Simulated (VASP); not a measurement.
## BN: single point with PBEsol

Crystal: BN.

```
B N
1.0
     0.00000    1.77135    1.80750
     1.77135    0.00000    1.80750
     1.77135    1.77135    0.00000
B N
1 1
Direct
  0.00000 0.00000 0.00000
  0.75000 0.75000 0.75000
```

This cell differs from its parent crystal: equal xx and yy strain of -2 %.

```
Program             : VASP 6.6.1
Task                : single point
Functional          : PBEsol
Potentials or basis : VASP PAW PBE potentials, release 64 (B, N)
Cutoff              : 520 eV
k mesh              : 13 × 13 × 13
Occupations         : fermi-dirac, width 0.03 eV
Spin                : no spin polarisation
```

- Pressure: 14.1 GPa
- Band gap on the k mesh: 4.21 eV, indirect (least direct gap 8.84 eV)

Stress tensor (GPa, compression positive):
```
18.47  0.00  0.00
 0.00 18.47  0.00
 0.00  0.00  5.40
```

Levels at points of the mesh, in eV from the valence-band top:
```tsv
k point	band 2	band 3	band 4	band 5	band 6	band 7
(0.00, 0.00, 0.00)	-0.21	0.00	0.00	8.84	8.84	8.98
```

Wall time 30 s on 1 thread of AMD EPYC 7R13, with other jobs on the host, peak memory 0.11 GiB.

Caveat: the cell differs from its parent crystal (equal xx and yy strain of -2 %); the PAW data sets were made with another functional, which shifts forces and pressure a little. A k mesh can miss the band edges.
